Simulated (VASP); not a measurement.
# Ru in VASP: single point with RPBE

Aim: the single point of Ru with RPBE.

Program: VASP 6.6.1. These are calculated values, not measurements. Logs are shortened: lines on timing, memory, paths and dates and some standing lists are left out, and cuts for length are marked.

### Step 1. The cell of the first run

The cell holds a slab with vacuum, 9 atoms: a = 4.734 Å, b = 4.734 Å, c = 21.317 Å, α = 90.00°, β = 90.00°, γ = 120.00°.

### Step 2. Single point, RPBE

INCAR

```
SYSTEM = Ru
ALGO = Normal
DIPOL = 0.5 0.5 0.496
EDIFF = 1E-6
ENCUT = 520
GGA = RP
IDIPOL = 3
ISIF = 2
ISMEAR = 0
LASPH = .TRUE.
LCHARG = .FALSE.
LDIPOL = .TRUE.
LREAL = .FALSE.
LWAVE = .FALSE.
NBANDS = 73
NELM = 80
PREC = Accurate
SIGMA = 0.1
```

KPOINTS

```
k-points
0
G
  6 6 1
  0 0 0
```

POSCAR

```
Ru
1.0
    4.7342022813      0.0000000000      0.0000000000
   -2.3671011406      4.0999394423      0.0000000000
    0.0000000000      0.0000000000     21.3165232768
Ru
9
Direct
    0.3333333333      0.3333333333      0.3987517049
    0.6666666667      0.0000000000      0.3987517049
    0.0000000000      0.6666666667      0.3987517049
    0.6666666667      0.6666666667      0.4962594390
    0.0000000000      0.3333333333      0.4962594390
    0.3333333333      0.0000000000      0.4962594390
    0.3333333333      0.3333333333      0.5937650340
    0.6666666667      0.0000000000      0.5937650340
    0.0000000000      0.6666666667      0.5937650340
```

Potentials or basis: VASP PAW PBE potentials, release 64 (Ru_pv).

Launch:

```
cat potpaw_PBE.64/Ru_pv/POTCAR > POTCAR
mpirun -np 1 vasp_std > vasp.out
```

OUTCAR:

```text
SYSTEM = Ru
   EDIFF = 1E-6
   ENCUT = 520
   GGA = RP
   ISIF = 2
   ISMEAR = 0
   LASPH = .TRUE.
   LREAL = .FALSE.
   NELM = 80
   PREC = Accurate

 ion  position               nearest neighbor table
   1  0.333  0.333  0.399-   5 2.61   6 2.61   4 2.61   2 2.73   3 2.73   3 2.73   2 2.73   3 2.73
                             2 2.73
   2  0.667  0.000  0.399-   4 2.61   5 2.61   6 2.61   3 2.73   1 2.73   1 2.73   3 2.73   1 2.73
                             3 2.73
   3  0.000  0.667  0.399-   4 2.61   6 2.61   5 2.61   2 2.73   1 2.73   1 2.73   2 2.73   1 2.73
                             2 2.73
   4  0.667  0.667  0.496-   9 2.61   8 2.61   7 2.61   3 2.61   2 2.61   1 2.61   6 2.73   5 2.73
                             6 2.73   5 2.73   5 2.73   6 2.73
   5  0.000  0.333  0.496-   7 2.61   8 2.61   9 2.61   1 2.61   2 2.61   3 2.61   6 2.73   4 2.73
                             4 2.73   4 2.73   6 2.73   6 2.73
   6  0.333  0.000  0.496-   7 2.61   9 2.61   8 2.61   1 2.61   3 2.61   2 2.61   5 2.73   4 2.73
                             4 2.73   5 2.73   5 2.73   4 2.73
   7  0.333  0.333  0.594-   5 2.61   6 2.61   4 2.61   8 2.73   9 2.73   8 2.73   9 2.73   9 2.73
                             8 2.73
   8  0.667  0.000  0.594-   4 2.61   5 2.61   6 2.61   9 2.73   7 2.73   7 2.73   9 2.73   7 2.73
                             9 2.73
   9  0.000  0.667  0.594-   4 2.61   6 2.61   5 2.61   8 2.73   7 2.73   7 2.73   8 2.73   7 2.73
                             8 2.73

  LATTYP: Found a hexagonal cell.
 ALAT       =     4.7342022813
 C/A-ratio  =     4.5026642315

  Lattice vectors:

 A1 = (   4.7342022813,   0.0000000000,   0.0000000000)
 A2 = (  -2.3671011406,   4.0999394423,   0.0000000000)
 A3 = (   0.0000000000,   0.0000000000,  21.3165232768)

Analysis of symmetry for initial positions (statically):
=====================================================================
 Subroutine PRICEL returns following result:

  LATTYP: Found a hexagonal cell.
 ALAT       =     2.7332929613
 C/A-ratio  =     7.7988432191

  Lattice vectors:

 A1 = (  -2.3671011402,  -1.3666464810,   0.0000000000)
 A2 = (   2.3671011404,  -1.3666464806,   0.0000000000)
 A3 = (   0.0000000000,   0.0000000000,  21.3165232768)

   3 primitive cells build up your supercell.

 Routine SETGRP: Setting up the symmetry group for a
 hexagonal supercell.

 Subroutine GETGRP returns: Found 12 space group operations
 (whereof  6 operations were pure point group operations)
 out of a pool of 24 trial point group operations.

The static configuration has the point symmetry C_3v.
 The point group associated with its full space group is D_3h.

Analysis of symmetry for dynamics (positions and initial velocities):
=====================================================================
 Subroutine PRICEL returns following result:

  LATTYP: Found a hexagonal cell.
 ALAT       =     2.7332929613
 C/A-ratio  =     7.7988432191

  Lattice vectors:

 A1 = (  -2.3671011402,  -1.3666464810,   0.0000000000)
 A2 = (   2.3671011404,  -1.3666464806,   0.0000000000)
 A3 = (   0.0000000000,   0.0000000000,  21.3165232768)

   3 primitive cells build up your supercell.

 Routine SETGRP: Setting up the symmetry group for a
 hexagonal supercell.

 Subroutine GETGRP returns: Found 12 space group operations
 (whereof  6 operations were pure point group operations)
 out of a pool of 24 trial point group operations.

The dynamic configuration has the point symmetry C_3v.
 The point group associated with its full space group is D_3h.

 Subroutine INISYM returns: Found 12 space group operations
 (whereof  6 operations are pure point group operations),
 and found     3 'primitive' translations

----------------------------------------------------------------------------------------

                                     Primitive cell

  volume of cell :     137.9175

  direct lattice vectors                    reciprocal lattice vectors
    -2.367101140 -1.366646481  0.000000000    -0.211228828 -0.365859062  0.000000000
     2.367101140 -1.366646481  0.000000000     0.211228828 -0.365859062  0.000000000
     0.000000000  0.000000000 21.316523277     0.000000000  0.000000000  0.046911965

  length of vectors
     2.733292961  2.733292961 21.316523277     0.422457656  0.422457656  0.046911965

  position of ions in fractional coordinates (direct lattice)
     0.333333333  0.666666667  0.398751705
     0.666666667  0.333333333  0.496259439
     0.333333333  0.666666667  0.593765034

  ion indices of the primitive-cell ions
   primitive index   ion index
                 1           1
                 2           5
                 3           7

----------------------------------------------------------------------------------------

 KPOINTS: k-points

Automatic generation of k-mesh.
 Grid dimensions read from file:
 generate k-points for:    6    6    1

 Generating k-lattice:

  Cartesian coordinates                     Fractional coordinates (reciprocal lattice)
     0.035204805  0.020325503  0.000000000     0.166666667 -0.000000000  0.000000000
     0.000000000  0.040651007  0.000000000     0.000000000  0.166666667  0.000000000
     0.000000000  0.000000000  0.046911965     0.000000000  0.000000000  1.000000000

  Length of vectors
     0.040651007  0.040651007  0.046911965

  Shift w.r.t. Gamma in fractional coordinates (k-lattice)
     0.000000000  0.000000000  0.000000000

 Subroutine IBZKPT returns following result:
 ===========================================

 Found      7 irreducible k-points:

 Following reciprocal coordinates:
            Coordinates               Weight
  0.000000  0.000000  0.000000      1.000000
  0.166667  0.000000  0.000000      6.000000
  0.333333  0.000000  0.000000      6.000000
  0.500000  0.000000  0.000000      3.000000
  0.166667  0.166667  0.000000      6.000000
  0.333333  0.166667  0.000000     12.000000
  0.333333  0.333333  0.000000      2.000000
   k-points           NKPTS =      7   k-points in BZ     NKDIM =      7   number of bands    NBANDS=     73
   number of dos      NEDOS =    301   number of ions     NIONS =      9
   total plane-waves  NPLWV = 207360
   dimension x,y,z NGX =    36 NGY =   36 NGZ =  160
   dimension x,y,z NGXF=    72 NGYF=   72 NGZF=  320
   ions per type =               9
   NGX,Y,Z   is equivalent  to a cutoff of  12.64, 12.64, 12.48 a.u.
   NGXF,Y,Z  is equivalent  to a cutoff of  25.28, 25.28, 24.96 a.u.
 SYSTEM =  Ru
   PREC   = accura    normal or accurate (medium, high low for compatibility)
   ISTART =      0    job   : 0-new  1-cont  2-samecut
   ICHARG =      2    charge: 1-file 2-atom 10-const
   ISPIN  =      1    spin polarized calculation?
   LNONCOLLINEAR =      F non collinear calculations
   LSORBIT =      F    spin-orbit coupling
   LASPH  =      T    aspherical Exc in radial PAW
   ENCUT  =  520.0 eV  38.22 Ry    6.18 a.u.   8.80  8.80 39.63*2*pi/ulx,y,z
   NELM   =     80;   NELMIN=  2; NELMDL= -5     # of ELM steps
   EDIFF  = 0.1E-05   stopping-criterion for ELM
   LREAL  =      F    real-space projection
   EDIFFG = 0.1E-04   stopping-criterion for IOM
   NSW    =      0    number of steps for IOM
   IBRION =     -1    ionic relax: 0-MD 1-quasi-New 2-CG
   NFREE  =      0    steps in history (QN), initial steepest desc. (CG)
   ISIF   =      2    stress and relaxation
   ISYM   =      2    0-nonsym 1-usesym 2-fastsym
   POTIM  = 0.5000    time-step for ionic-motion
   TEBEG  =    0.0;   TEEND  =   0.0 temperature during run
   PSTRESS=    0.0 pullay stress
   NELECT =     126.0000    total number of electrons
   NUPDOWN=      -1.0000    fix difference up-down
   EMIN   =  10.00;   EMAX   =-10.00  energy-range for DOS
   EFERMI =   0.00;   METHOD = LEGACY
   ISMEAR =     0;   SIGMA  =   0.10  broadening in eV -4-tet -1-fermi 0-gaus
   EFERMI_NEDOS =   21; number of points for ismear=-14 and -15
   IALGO  =     38    algorithm
   IMIX   =      4    mixing-type and parameters
     AMIX     =   0.40;   BMIX     =  1.00
     AMIX_MAG =   1.60;   BMIX_MAG =  1.00
  volume/ion in A,a.u.               =      45.97       310.24
  Fermi-wavevector in a.u.,A,eV,Ry     =   1.101416  2.081375 16.505468  1.213118
  Thomas-Fermi vector in A             =   2.237843
   LORBIT       =      0    0 simple, 1 ext, 2 COOP (PROOUT), +10 PAW based schemes
   GGA     = RP    functional components
   LHFCALC =     F    Hartree Fock is set to
   AEXX    =    0.0000 exact exchange contribution
   IVDW    =     0    specifies the selected vdW correction
   LEPSILON=     F    determine dielectric tensor
   LRPA    =     F    only Hartree local field effects (RPA)
 non-spin polarized calculation
 Gauss-broadening in eV      SIGMA  =   0.10
  energy-cutoff  :      520.00
  volume of cell :      413.75
 maximum number of plane-waves:     11156
 NGX is ok and might be reduce to    36
   NGX = 17   NGY = 17   NGZ = 79

 dipolmoment           0.000000      0.000000      0.000428 electrons x Angstroem

 number of electron     126.0000039 magnetization

 dipolmoment           0.000000      0.000000     -0.000603 electrons x Angstroem

 Free energy of the ion-electron system (eV)
  ---------------------------------------------------
  ext. energy  EPLUGINS =         0.00000000
  ---------------------------------------------------
  free energy    TOTEN  =       -71.68412865 eV

  energy without entropy =      -71.63468215  energy(sigma->0) =      -71.65940540

 E-fermi :   0.5418     XC(G=0):  -5.1232

 val. band max:        0.5309737626   @ k =   0.1667   0.1667   0.0000
 cond. band min:       0.5440625706   @ k =   0.1667   0.0000   0.0000
 fundamental gap:      0.0130888080
 Fermi energy:         0.5417990428

 k-point     1 :       0.0000    0.0000    0.0000
  band No.  band energies     occupation
      1     -43.1499      2.00000
      2     -43.0545      2.00000
      3     -43.0545      2.00000
      4     -42.9932      2.00000
      5     -42.9932      2.00000
      6     -42.9352      2.00000
[... 65 lines left out ...]
     72       1.6303      0.00000
     73       1.6609      0.00000

 k-point     2 :       0.1667    0.0000    0.0000
  band No.  band energies     occupation
      1     -43.1362      2.00000
      2     -43.1316      2.00000
      3     -43.1060      2.00000
      4     -42.9502      2.00000
      5     -42.9492      2.00000
      6     -42.8943      2.00000
[... 65 lines left out ...]
     72       1.7033      0.00000
     73       1.7479      0.00000

 k-point     3 :       0.3333    0.0000    0.0000
  band No.  band energies     occupation
      1     -43.2089      2.00000
      2     -43.0840      2.00000
      3     -43.0777      2.00000
      4     -42.9806      2.00000
      5     -42.9785      2.00000
      6     -42.7700      2.00000
[... 65 lines left out ...]
     72       1.8328      0.00000
     73       1.8642      0.00000

 k-point     4 :       0.5000    0.0000    0.0000
  band No.  band energies     occupation
      1     -43.2350      2.00000
      2     -43.0268      2.00000
      3     -43.0268      2.00000
      4     -42.9917      2.00000
      5     -42.9490      2.00000
      6     -42.9490      2.00000
[... 65 lines left out ...]
     72       1.6982      0.00000
     73       2.2825      0.00000

 k-point     5 :       0.1667    0.1667    0.0000
  band No.  band energies     occupation
      1     -43.1478      2.00000
      2     -43.1478      2.00000
      3     -43.0988      2.00000
      4     -42.9704      2.00000
      5     -42.9704      2.00000
      6     -42.7839      2.00000
[... 65 lines left out ...]
     72       1.8034      0.00000
     73       2.0098      0.00000

 k-point     6 :       0.3333    0.1667    0.0000
  band No.  band energies     occupation
      1     -43.1857      2.00000
      2     -43.0648      2.00000
      3     -43.0478      2.00000
      4     -43.0013      2.00000
      5     -42.9910      2.00000
      6     -42.9016      2.00000
[... 65 lines left out ...]
     72       1.8406      0.00000
     73       1.8739      0.00000

 k-point     7 :       0.3333    0.3333    0.0000
  band No.  band energies     occupation
      1     -43.0689      2.00000
      2     -43.0689      2.00000
      3     -43.0689      2.00000
      4     -43.0113      2.00000
      5     -43.0113      2.00000
      6     -43.0113      2.00000
[... 65 lines left out ...]
     72       1.3350      0.00000
     73       1.6267      0.00000

------------------------ aborting loop because EDIFF is reached ----------------------------------------

 vacuum level on the upper side and lower side of the slab       (xc-potential included)        -0.101        -0.096

  FORCE on cell =-STRESS in cart. coord.  units (eV):
  Direction    XX          YY          ZZ          XY          YZ          ZX
  --------------------------------------------------------------------------------------
  -------------------------------------------------------------------------------------
  Total       -7.0312453     -7.0312453      0.0154259     -0.0000000      0.0000000     -0.0000000
  in kB      -27.2271516    -27.2271516      0.0597338     -0.0000000      0.0000000     -0.0000000
  external PRESSURE =     -18.1315232 kB  Pullay stress =       0.0000000 kB

 VOLUME and BASIS-vectors are now :
 -----------------------------------------------------------------------------
  energy-cutoff  :      520.00
  volume of cell :      413.75
      direct lattice vectors                 reciprocal lattice vectors
     4.734202281  0.000000000  0.000000000     0.211228828  0.121953021  0.000000000
    -2.367101141  4.099939442  0.000000000     0.000000000  0.243906042  0.000000000
     0.000000000  0.000000000 21.316523277     0.000000000  0.000000000  0.046911965

 POSITION                                       TOTAL-FORCE (eV/Angst)
 -----------------------------------------------------------------------------------
      0.78903      1.36665      8.50000        -0.000000      0.000000     -0.009286
      3.15613      0.00000      8.50000         0.000000     -0.000000     -0.009286
     -1.57807      2.73329      8.50000         0.000000      0.000000     -0.009286
      1.57807      2.73329     10.57853        -0.000000      0.000000      0.000000
     -0.78903      1.36665     10.57853         0.000000      0.000000     -0.000000
      1.57807      0.00000     10.57853        -0.000000     -0.000000     -0.000000
      0.78903      1.36665     12.65701         0.000000     -0.000000      0.009286
      3.15613      0.00000     12.65701         0.000000      0.000000      0.009286
     -1.57807      2.73329     12.65701         0.000000      0.000000      0.009286
 -----------------------------------------------------------------------------------
    total drift:                                0.000000      0.000000     -0.170321

  FREE ENERGIE OF THE ION-ELECTRON SYSTEM (eV)
  ---------------------------------------------------
  free  energy   TOTEN  =       -71.6841286462 eV

  energy  without entropy=      -71.6346821461  energy(sigma->0) =      -71.65940540

 vacuum level on the upper side and lower side of the slab         5.230         5.235
```

Run time: 12 min. Hardware: 1 thread of Intel Xeon 8259CL, shared host; peak memory 0.55 GiB.

Results:

* Free energy: -71.6841 eV
* Largest force: 0.009 eV/Å
* Band gap on the k mesh: zero (bands 63 and 64 overlap by 0.27 eV)

Forces on the atoms (eV/Å):
```
Ru   0.000  0.000 -0.009
Ru   0.000  0.000 -0.009
Ru   0.000  0.000 -0.009
Ru   0.000  0.000  0.000
Ru   0.000  0.000  0.000
Ru   0.000  0.000  0.000
Ru   0.000  0.000  0.009
Ru   0.000  0.000  0.009
Ru   0.000  0.000  0.009
```

Levels at points of the mesh, in eV from the Fermi level:
```tsv
k point	band 60	band 61	band 62	band 63	band 64	band 65	band 66	band 67
(0.00, 0.00, 0.00)	-0.99	-0.74	-0.74	-0.32	0.49	0.49	0.50	0.50
(0.50, 0.00, 0.00)	-0.68	-0.13	0.11	0.11	0.37	0.37	0.47	0.58
```

Caveat: the PAW data sets were made with another functional, which shifts forces and pressure a little.
